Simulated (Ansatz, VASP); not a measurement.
One calculation of LiTa2O5, two programs

The input INCAR:

```
SYSTEM = LiTa2O5
PREC = Accurate ; ENCUT = 600
EDIFF = 1E-6 ; ISMEAR = 0
SIGMA = 0.1 ; LREAL = .False.
LASPH = .True. ; NELM = 100
ALGO = Normal ; ISIF = 3
LWAVE = .False. ; LCHARG = .False.
GGA = PE ; IBRION = 2
NSW = 100 ; EDIFFG = -0.01
```

KPOINTS

```
Automatic mesh
0
Gamma
  12 12 10
  0 0 0
```

File POSCAR:

```
LiTa2O5
1.0
    5.7565899503      0.0000000000      0.0000000000
   -2.8782949751      4.9853531361      0.0000000000
    0.0000000000      0.0000000000      3.9016753559
Li Ta O
1 2 5
Direct
    0.0000000000      0.0000000000      0.0000000000
    0.3333333333      0.6666666667      0.5000000000
    0.6666666667      0.3333333333      0.5000000000
    0.3333333333      0.6666666667      0.0000000000
    0.0000000000      0.3165178251      0.5000000000
    0.6834821749      0.6834821749      0.5000000000
    0.3165178251      0.0000000000      0.5000000000
    0.6666666667      0.3333333333      0.0000000000
```

Input for Ansatz:

```yaml
crystal:
  lattice:
    - [5.7565899503, 0.0, 0.0]
    - [-2.8782949751, 4.9853531361, 0.0]
    - [0.0, 0.0, 3.9016753559]
  atoms:
    - { symbol: Li, position: [0.0, 0.0, 0.0] }
    - { symbol: Ta, position: [0.3333333333, 0.6666666667, 0.5] }
    - { symbol: Ta, position: [0.6666666667, 0.3333333333, 0.5] }
    - { symbol: O, position: [0.3333333333, 0.6666666667, 0.0] }
    - { symbol: O, position: [0.0, 0.3165178251, 0.5] }
    - { symbol: O, position: [0.6834821749, 0.6834821749, 0.5] }
    - { symbol: O, position: [0.3165178251, 0.0, 0.5] }
    - { symbol: O, position: [0.6666666667, 0.3333333333, 0.0] }
basis:
  ecutwfc: 420
kpoints:
  mp_grid: { grid: [12, 12, 10] }
hamiltonian:
  xc: pbe
scf:
  occupations: { method: gaussian, width: 0.1 }
output:
  forces: true
  stress: true
  eigenvalues: true
relax:
  adjacent_minimum: "off"
  f_tol: 0.01
  max_steps: 80
  cell: { stress_tol: 0.05 }
```

Alike in both runs: task relaxation of cell and atoms; functional PBE; k mesh 12 × 12 × 10; occupations gaussian, width 0.1 eV; no spin polarisation.

|  | VASP | Ansatz |
| --- | --- | --- |
| version | VASP 6.6.1 | Ansatz 0.2.0 |
| potentials or method | VASP PAW PBE potentials, release 64 (Li_sv, Ta_pv, O), cutoff 600 eV | scalar-relativistic, plane waves, PAW |
| valence electrons in the cell | 55 | 59 |

VASP gave:

| Quantity | Value |
| --- | --- |
| gap on the k mesh at the Fermi level, each at its own relaxed structure (eV) | none |
| relaxed volume (Å³/atom) | 13.94 |
| relaxed length of the cell vector where the two differ most in proportion (Å) | 5.744 |

Task: Which values does Ansatz return?

Result: gap on the k mesh at the Fermi level, each at its own relaxed structure (eV): none; relaxed volume (Å³/atom): 13.97; relaxed length of the cell vector where the two differ most in proportion (Å): 5.751.

A gap of «none» marks a metal or a gap that the smearing closes. VASP's potentials hold 55 valence electrons a cell and Ansatz's 59, so a difference there can come from the potentials and not from the codes.

Spin-orbit coupling is off throughout. Noted on VASP's run: the cutoff is under 1.25 times that of the potentials, so the pressure is a little rough.
